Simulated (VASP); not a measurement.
# BN in VASP: a series of runs

Runs on BN. Level: PBE. Tasks: single point.

All numbers are computed with VASP 6.6.1; they aren't measurements. Logs are shortened: lines on timing, memory, paths and dates and some standing lists are left out, and cuts for length are marked.

## Step 1: The cell of the first run

It takes space group Imm2 (No. 44, orthorhombic). Conventional cell: a = 2.556 Å, b = 2.556 Å, c = 3.615 Å, α = 90.00°, β = 90.00°, γ = 90.00°. Within 2.0 Å of B (site symmetry mm2) lie 4 N at 1.54 to 1.59 Å. Within 2.0 Å of N (site symmetry mm2) lie 4 B at 1.54 to 1.59 Å.

## Step 2: Single point, PBE

INCAR reads:

```
  PREC = Accurate
  ENCUT = 700
  EDIFF = 1E-6
  ISMEAR = 0
  SIGMA = 0.01
  LREAL = False
  LASPH = True
  NELM = 120
  ALGO = Normal
  ISIF = 2
  LWAVE = False
  LCHARG = True
  GGA = PE
  LELF = True
  LVHAR = True
  NBANDS = 11
  ISYM = -1
  GGA_COMPAT = False
```

KPOINTS reads:

```
explicit points
63
Reciprocal
  0.10000000   0.10000000   0.10000000 2
  0.10000000   0.10000000   0.30000000 2
  0.10000000   0.10000000   0.50000000 2
  0.10000000   0.10000000   0.70000000 2
  0.10000000   0.10000000   0.90000000 2
  0.10000000   0.30000000   0.10000000 2
  0.10000000   0.30000000   0.30000000 2
  0.10000000   0.30000000   0.50000000 2
  0.10000000   0.30000000   0.70000000 2
  0.10000000   0.30000000   0.90000000 2
  0.10000000   0.50000000   0.10000000 2
  0.10000000   0.50000000   0.30000000 2
  0.10000000   0.50000000   0.50000000 2
  0.10000000   0.50000000   0.70000000 2
  0.10000000   0.50000000   0.90000000 2
  0.10000000   0.70000000   0.10000000 2
  0.10000000   0.70000000   0.30000000 2
  0.10000000   0.70000000   0.50000000 2
  0.10000000   0.70000000   0.70000000 2
  0.10000000   0.70000000   0.90000000 2
  0.10000000   0.90000000   0.10000000 2
  0.10000000   0.90000000   0.30000000 2
  0.10000000   0.90000000   0.50000000 2
  0.10000000   0.90000000   0.70000000 2
  0.10000000   0.90000000   0.90000000 2
  0.30000000   0.10000000   0.10000000 2
  0.30000000   0.10000000   0.30000000 2
  0.30000000   0.10000000   0.50000000 2
  0.30000000   0.10000000   0.70000000 2
  0.30000000   0.10000000   0.90000000 2
  0.30000000   0.30000000   0.10000000 2
  0.30000000   0.30000000   0.30000000 2
  0.30000000   0.30000000   0.50000000 2
  0.30000000   0.30000000   0.70000000 2
  0.30000000   0.30000000   0.90000000 2
  0.30000000   0.50000000   0.10000000 2
  0.30000000   0.50000000   0.30000000 2
  0.30000000   0.50000000   0.50000000 2
  0.30000000   0.50000000   0.70000000 2
  0.30000000   0.50000000   0.90000000 2
  0.30000000   0.70000000   0.10000000 2
  0.30000000   0.70000000   0.30000000 2
  0.30000000   0.70000000   0.50000000 2
  0.30000000   0.70000000   0.70000000 2
  0.30000000   0.70000000   0.90000000 2
  0.30000000   0.90000000   0.10000000 2
  0.30000000   0.90000000   0.30000000 2
  0.30000000   0.90000000   0.50000000 2
  0.30000000   0.90000000   0.70000000 2
  0.30000000   0.90000000   0.90000000 2
  0.50000000   0.10000000   0.10000000 2
  0.50000000   0.10000000   0.30000000 2
  0.50000000   0.10000000   0.50000000 2
  0.50000000   0.10000000   0.70000000 2
  0.50000000   0.10000000   0.90000000 2
  0.50000000   0.30000000   0.10000000 2
  0.50000000   0.30000000   0.30000000 2
  0.50000000   0.30000000   0.50000000 2
  0.50000000   0.30000000   0.70000000 2
  0.50000000   0.30000000   0.90000000 2
  0.50000000   0.50000000   0.10000000 2
  0.50000000   0.50000000   0.30000000 2
  0.50000000   0.50000000   0.50000000 1
```

POSCAR reads:

```
BN
1.0
    0.0000000000      1.8075000000      1.8075000000
    1.8075000000      0.0000000000      1.8075000000
    1.8075000000      1.8075000000      0.0000000000
B N
1 1
Direct
    0.0138312586     -0.0138312586     -0.0138312586
    0.2500000000      0.2500000000      0.2500000000
```

Potentials or basis: VASP PAW PBE potentials, release 64 (B, N).

The run is started by

```sh
$ cat potpaw_PBE.64/B/POTCAR potpaw_PBE.64/N/POTCAR > POTCAR
$ mpirun -np 1 vasp_std > vasp.out
```

OUTCAR:

```text
PREC = Accurate
   ENCUT = 700
   EDIFF = 1E-6
   ISMEAR = 0
   LREAL = False
   LASPH = True
   NELM = 120
   ISIF = 2
   GGA = PE
   ISYM = -1

 ion  position               nearest neighbor table
   1  0.014  0.986  0.986-   2 1.54   2 1.54   2 1.59   2 1.59
   2  0.250  0.250  0.250-   1 1.54   1 1.54   1 1.59   1 1.59

IMPORTANT INFORMATION: All symmetrisations will be switched off!
NOSYMM: (Re-)initialisation of all symmetry stuff for point group C_1.

----------------------------------------------------------------------------------------

                                     Primitive cell

  volume of cell :      11.8104

  direct lattice vectors                    reciprocal lattice vectors
     0.000000000  1.807500000  1.807500000    -0.276625173  0.276625173  0.276625173
     1.807500000  0.000000000  1.807500000     0.276625173 -0.276625173  0.276625173
     1.807500000  1.807500000  0.000000000     0.276625173  0.276625173 -0.276625173

  length of vectors
     2.556191014  2.556191014  2.556191014     0.479128854  0.479128854  0.479128854

  position of ions in fractional coordinates (direct lattice)
     0.013831259  0.986168741  0.986168741
     0.250000000  0.250000000  0.250000000

  ion indices of the primitive-cell ions
   primitive index   ion index
                 1           1
                 2           2

----------------------------------------------------------------------------------------

 KPOINTS: explicit points

Read explicit list of k-points.

 Found     63 k-points:

 Following reciprocal coordinates:
            Coordinates               Weight
  0.100000  0.100000  0.100000      0.016000
  0.100000  0.100000  0.300000      0.016000
  0.100000  0.100000  0.500000      0.016000
  0.100000  0.100000  0.700000      0.016000
  0.100000  0.100000  0.900000      0.016000
  0.100000  0.300000  0.100000      0.016000
[... 16 lines left out ...]
  0.100000  0.900000  0.500000      0.016000
  0.100000  0.900000  0.700000      0.016000
 [... further k-points ...]
   k-points           NKPTS =     63   k-points in BZ     NKDIM =     63   number of bands    NBANDS=     11
   number of dos      NEDOS =    301   number of ions     NIONS =      2
   total plane-waves  NPLWV =  13824
   dimension x,y,z NGX =    24 NGY =   24 NGZ =   24
   dimension x,y,z NGXF=    48 NGYF=   48 NGZF=   48
   ions per type =               1   1
   NGX,Y,Z   is equivalent  to a cutoff of  15.61, 15.61, 15.61 a.u.
   NGXF,Y,Z  is equivalent  to a cutoff of  31.22, 31.22, 31.22 a.u.
 SYSTEM =  unknown system
   PREC   = accura    normal or accurate (medium, high low for compatibility)
   ISTART =      0    job   : 0-new  1-cont  2-samecut
   ICHARG =      2    charge: 1-file 2-atom 10-const
   ISPIN  =      1    spin polarized calculation?
   LNONCOLLINEAR =      F non collinear calculations
   LSORBIT =      F    spin-orbit coupling
   LASPH  =      T    aspherical Exc in radial PAW
   ENCUT  =  700.0 eV  51.45 Ry    7.17 a.u.   5.51  5.51  5.51*2*pi/ulx,y,z
   NELM   =    120;   NELMIN=  2; NELMDL= -5     # of ELM steps
   EDIFF  = 0.1E-05   stopping-criterion for ELM
   LREAL  =      F    real-space projection
   EDIFFG = 0.1E-04   stopping-criterion for IOM
   NSW    =      0    number of steps for IOM
   IBRION =     -1    ionic relax: 0-MD 1-quasi-New 2-CG
   NFREE  =      0    steps in history (QN), initial steepest desc. (CG)
   ISIF   =      2    stress and relaxation
   ISYM   =     -1    0-nonsym 1-usesym 2-fastsym
   POTIM  = 0.5000    time-step for ionic-motion
   TEBEG  =    0.0;   TEEND  =   0.0 temperature during run
   PSTRESS=    0.0 pullay stress
   NELECT =       8.0000    total number of electrons
   NUPDOWN=      -1.0000    fix difference up-down
   EMIN   =  10.00;   EMAX   =-10.00  energy-range for DOS
   EFERMI =   0.00;   METHOD = LEGACY
   ISMEAR =     0;   SIGMA  =   0.01  broadening in eV -4-tet -1-fermi 0-gaus
   EFERMI_NEDOS =   21; number of points for ismear=-14 and -15
   IALGO  =     38    algorithm
   IMIX   =      4    mixing-type and parameters
     AMIX     =   0.40;   BMIX     =  1.00
     AMIX_MAG =   1.60;   BMIX_MAG =  1.00
  volume/ion in A,a.u.               =       5.91        39.85
  Fermi-wavevector in a.u.,A,eV,Ry     =   1.437749  2.716952 28.124920  2.067123
  Thomas-Fermi vector in A             =   2.556793
   LORBIT       =      0    0 simple, 1 ext, 2 COOP (PROOUT), +10 PAW based schemes
   GGA     = PE    functional components
   LHFCALC =     F    Hartree Fock is set to
   AEXX    =    0.0000 exact exchange contribution
   IVDW    =     0    specifies the selected vdW correction
   LEPSILON=     F    determine dielectric tensor
   LRPA    =     F    only Hartree local field effects (RPA)
 non-spin polarized calculation
 Gauss-broadening in eV      SIGMA  =   0.01
  energy-cutoff  :      700.00
  volume of cell :       11.81
 maximum number of plane-waves:       516
 NGX is ok and might be reduce to    24
   NGX = 11   NGY = 11   NGZ = 11

 number of electron       8.0000000 magnetization

 Free energy of the ion-electron system (eV)
  ---------------------------------------------------
  ext. energy  EPLUGINS =         0.00000000
  ---------------------------------------------------
  free energy    TOTEN  =       -17.42763908 eV

  energy without entropy =      -17.42763908  energy(sigma->0) =      -17.42763908

 E-fermi :   7.4067     XC(G=0): -12.8227

 val. band max:        7.3573391549   @ k =   0.1000   0.1000   0.1000
 cond. band min:      12.6076478541   @ k =   0.1000   0.5000   0.5000
 fundamental gap:      5.2503086993
 Fermi energy:         7.4066988385

 k-point     1 :       0.1000    0.1000    0.1000
  band No.  band energies     occupation
      1     -12.5866      2.00000
      2       6.3220      2.00000
      3       6.6916      2.00000
      4       7.3573      2.00000
      5      16.1939      0.00000
      6      16.6101      0.00000
      7      17.0140      0.00000
      8      18.4740      0.00000
      9      31.8117      0.00000
     10      32.6543      0.00000
     11      32.6946      0.00000

 k-point     2 :       0.1000    0.1000    0.3000
  band No.  band energies     occupation
      1     -11.3333      2.00000
      2       2.3109      2.00000
      3       5.1467      2.00000
      4       6.6587      2.00000
      5      17.2538      0.00000
      6      17.5011      0.00000
      7      18.4403      0.00000
      8      20.7474      0.00000
      9      29.0617      0.00000
     10      29.8905      0.00000
     11      33.9431      0.00000

 k-point     3 :       0.1000    0.1000    0.5000
  band No.  band energies     occupation
      1      -8.8435      2.00000
      2      -2.5984      2.00000
      3       4.5920      2.00000
      4       5.4178      2.00000
      5      17.4157      0.00000
      6      18.2093      0.00000
      7      19.1365      0.00000
      8      22.8907      0.00000
      9      29.6933      0.00000
     10      31.9391      0.00000
     11      34.4060      0.00000

 k-point     4 :       0.1000    0.1000    0.7000
  band No.  band energies     occupation
      1      -9.6659      2.00000
      2      -1.2660      2.00000
      3       4.8927      2.00000
      4       5.5497      2.00000
      5      16.7737      0.00000
      6      18.3363      0.00000
      7      19.5423      0.00000
      8      22.1845      0.00000
      9      28.6155      0.00000
     10      32.8751      0.00000
     11      34.0274      0.00000

 k-point     5 :       0.1000    0.1000    0.9000
  band No.  band energies     occupation
      1     -11.9519      2.00000
      2       4.1114      2.00000
      3       5.8902      2.00000
      4       6.7859      2.00000
      5      15.7871      0.00000
      6      17.7121      0.00000
      7      18.4011      0.00000
      8      19.9549      0.00000
      9      27.6902      0.00000
     10      33.0872      0.00000
     11      33.8101      0.00000
[... 211 lines left out ...]
 k-point    21 :       0.1000    0.9000    0.1000
  band No.  band energies     occupation
      1     -11.9519      2.00000
      2       4.1114      2.00000
      3       5.8902      2.00000
      4       6.7859      2.00000
      5      15.7871      0.00000
      6      17.7121      0.00000
      7      18.4011      0.00000
      8      19.9549      0.00000
      9      27.6902      0.00000
     10      33.0872      0.00000
     11      33.8101      0.00000

 k-point    22 :       0.1000    0.9000    0.3000
  band No.  band energies     occupation
      1     -10.1666      2.00000
      2       0.5629      2.00000
      3       3.5526      2.00000
      4       5.8291      2.00000
      5      16.4412      0.00000
      6      18.8308      0.00000
      7      20.1274      0.00000
      8      21.2344      0.00000
      9      27.4258      0.00000
     10      32.1970      0.00000
     11      34.3962      0.00000

 k-point    23 :       0.1000    0.9000    0.5000
  band No.  band energies     occupation
      1      -8.1595      2.00000
      2      -2.7359      2.00000
      3       3.2924      2.00000
      4       4.7042      2.00000
      5      17.3453      0.00000
      6      18.1339      0.00000
      7      20.7834      0.00000
      8      23.2766      0.00000
      9      27.6807      0.00000
     10      33.4339      0.00000
     11      34.7037      0.00000

 k-point    24 :       0.1000    0.9000    0.7000
  band No.  band energies     occupation
      1     -10.1583      2.00000
      2       0.6378      2.00000
      3       3.7158      2.00000
      4       5.4875      2.00000
      5      16.6487      0.00000
      6      18.7670      0.00000
      7      20.2232      0.00000
      8      20.8517      0.00000
      9      27.4321      0.00000
     10      32.3854      0.00000
     11      34.5712      0.00000

 [... further k-points ...]

------------------------ aborting loop because EDIFF is reached ----------------------------------------

  FORCE on cell =-STRESS in cart. coord.  units (eV):
  Direction    XX          YY          ZZ          XY          YZ          ZX
  --------------------------------------------------------------------------------------
  -------------------------------------------------------------------------------------
  Total        0.2607203      0.2851494      0.2851494     -0.0200117     -0.1152627     -0.0200118
  in kB       35.3688219     38.6828162     38.6828252     -2.7147446    -15.6363144     -2.7147561
  external PRESSURE =      37.5781544 kB  Pullay stress =       0.0000000 kB

 VOLUME and BASIS-vectors are now :
 -----------------------------------------------------------------------------
  energy-cutoff  :      700.00
  volume of cell :       11.81
      direct lattice vectors                 reciprocal lattice vectors
     0.000000000  1.807500000  1.807500000    -0.276625173  0.276625173  0.276625173
     1.807500000  0.000000000  1.807500000     0.276625173 -0.276625173  0.276625173
     1.807500000  1.807500000  0.000000000     0.276625173  0.276625173 -0.276625173

 POSITION                                       TOTAL-FORCE (eV/Angst)
 -----------------------------------------------------------------------------------
      3.56500      1.80750      1.80750         1.192264     -0.016377     -0.016377
      0.90375      0.90375      0.90375        -1.192264      0.016377      0.016377
 -----------------------------------------------------------------------------------
    total drift:                                0.000019     -0.000000      0.000000

  FREE ENERGIE OF THE ION-ELECTRON SYSTEM (eV)
  ---------------------------------------------------
  free  energy   TOTEN  =       -17.4276390828 eV

  energy  without entropy=      -17.4276390828  energy(sigma->0) =      -17.42763908
```

Wall time 4.5 s (1 thread of Intel Xeon 6975P-C (Granite Rapids), shared host); peak memory 0.13 GiB.

Results:

```yaml
Free_energy: -17.4276 eV
Pressure: 3.8 GPa
Largest_force: 1.192 eV/Å
Band_gap_on_the_k_mesh: 5.25 eV (least direct gap 8.84 eV)
```

Forces in eV/Å, atoms in the order of the input:
```
B    1.192 -0.016 -0.016
N   -1.192  0.016  0.016
```

Levels at points of the mesh, in eV from the valence-band top:
```csv
k point,band 2,band 3,band 4,band 5,band 6,band 7
"(0.50, 0.50, 0.50)",-10.57,-2.28,-1.62,9.82,10.45,11.24
```

Caveat: the cell stands under pressure; a shifted mesh leaves out Γ, where band edges can lie; forces of over 1 eV/Å act on the atoms, so gaps and moduli don't describe the material at rest.

## Step 3: Single point, PBE

INCAR reads:

```
PREC = Accurate
ENCUT = 700
EDIFF = 1E-6
ISMEAR = 0
SIGMA = 0.01
LREAL = F
LASPH = T
NELM = 120
ALGO = Normal
ISIF = 2
LWAVE = F
LCHARG = T
GGA = PE
LELF = T
LVHAR = T
NBANDS = 11
ISYM = -1
GGA_COMPAT = F
```

KPOINTS is that of step 2.

Edit POSCAR of step 2 so:

```diff
@@ -8,3 +8,3 @@
 Direct
-    0.0138312586     -0.0138312586     -0.0138312586
+    0.0069156293     -0.0069156293     -0.0069156293
     0.2500000000      0.2500000000      0.2500000000
```

Potentials or basis: VASP PAW PBE potentials, release 64 (B, N).

The run is started by

```sh
$ cat potpaw_PBE.64/B/POTCAR potpaw_PBE.64/N/POTCAR > POTCAR
$ mpirun -np 1 vasp_std > vasp.out
```

It took 4.8 s on 1 thread of Intel Xeon 6975P-C (Granite Rapids), shared host; peak memory 0.13 GiB.

Results (log left out):

- Free energy: -17.4500 eV
- Pressure: 3.2 GPa
- Largest force: 0.592 eV/Å
- Band gap on the k mesh: 5.38 eV (least direct gap 9.12 eV)

Forces on the atoms (eV/Å):
```
B    0.592 -0.015 -0.015
N   -0.592  0.015  0.015
```

Stress tensor (GPa, compression positive):
```
 3.17 -0.28 -0.28
-0.28  3.24 -0.92
-0.28 -0.92  3.24
```

Levels at points of the mesh, in eV from the valence-band top:
| k point | band 1 | band 2 | band 3 | band 4 | band 5 | band 6 | band 7 | band 8 | band 9 |
| --- | --- | --- | --- | --- | --- | --- | --- | --- | --- |
| (0.50, 0.50, 0.50) | -15.85 | -10.49 | -1.97 | -1.65 | 10.22 | 10.61 | 11.11 | 15.33 | 23.74 |

Caveat: the cell stands under pressure; a shifted mesh leaves out Γ, where band edges can lie. A k mesh can miss the band edges.

## Step 4: Single point, PBE

INCAR reads:

```
SYSTEM = BN
PREC = Accurate
ENCUT = 700
EDIFF = 1E-6
ISMEAR = 0
SIGMA = 0.01
LREAL = .FALSE.
LASPH = .TRUE.
NELM = 120
ALGO = Normal
ISIF = 2
LWAVE = .FALSE.
LCHARG = .TRUE.
GGA = PE
LELF = .TRUE.
LVHAR = .TRUE.
NBANDS = 11
ISYM = -1
GGA_COMPAT = .FALSE.
```

KPOINTS is that of step 3.

Edit POSCAR of step 3 so:

```diff
@@ -8,3 +8,3 @@
 Direct
-    0.0069156293     -0.0069156293     -0.0069156293
+    0.0000000000      0.0000000000      0.0000000000
     0.2500000000      0.2500000000      0.2500000000
```

The run is started by

```sh
$ cat potpaw_PBE.64/B/POTCAR potpaw_PBE.64/N/POTCAR > POTCAR
$ mpirun -np 1 vasp_std > vasp.out
```

Wall time 4.5 s (1 thread of Intel Xeon 6975P-C (Granite Rapids), shared host); peak memory 0.13 GiB.

The run converged, but its numbers aren't listed here, since they failed a check.

Caveat: the result breaks the symmetry of the cell; the cell stands under pressure; a shifted mesh leaves out Γ, where band edges can lie.

(Part 1 of 2 ends here.)
